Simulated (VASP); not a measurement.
Set up this calculation in VASP 6.6.1, as the native input.

```
Task                   : single point
Functional             : PBEsol
Potentials or basis    : VASP PAW PBE potentials, release 64 (Cd)
Cutoff                 : 520 eV
k mesh                 : 18 × 18 × 18
Occupations            : fermi-dirac, width 0.1 eV
Spin                   : no spin polarisation
Dipole correction      : no
Further INCAR settings : ALGO = Normal; EDIFF = 1e-06; NBANDS = 12
```

The structure of Cd lies in POSCAR:

```
Cd
1.0
    2.9039510487      0.0000000000      0.0000000000
    0.0000000000      2.9039510487      0.0000000000
    0.0000000000      0.0000000000      2.9039510487
Cd
1
Direct
    0.0000000000      0.0000000000      0.0000000000
```

This isn't the form of Cd at room conditions, which is hcp.

The input as run:

INCAR

```
PREC     = Accurate       # precision mode
ENCUT    = 520            # plane-wave cutoff, eV
EDIFF    = 1E-6           # SCF threshold, eV
ISMEAR   = -1             # smearing method
SIGMA    = 0.1            # smearing width, eV
LREAL    = False          # projectors in reciprocal space
LASPH    = True           # aspherical terms in the spheres
NELM     = 80             # most SCF steps
ALGO     = Normal         # electronic algorithm
ISIF     = 2              # what is computed and relaxed
LWAVE    = False          # write WAVECAR
LCHARG   = False          # write CHGCAR
GGA      = PS             # functional
NBANDS   = 12             # bands
```

KPOINTS

```
regular mesh
0
Gamma
  18 18 18
```

Potentials or basis: VASP PAW PBE potentials, release 64 (Cd).

Run with:

```sh
$ cat potpaw_PBE.64/Cd/POTCAR > POTCAR
$ mpirun -np 1 vasp_std > vasp.out
```

It gave:

```yaml
Pressure: 0.4 GPa
Band_gap_on_the_k_mesh: zero (bands 6 and 7 overlap by 7.12 eV)
```

Caveat: the PAW data sets were made with another functional, which shifts forces and pressure a little.

It took 17 s on 1 thread of Intel(R) Xeon(R) Platinum 8488C (Sapphire Rapids), with other jobs on the host, peak memory 0.18 GiB.
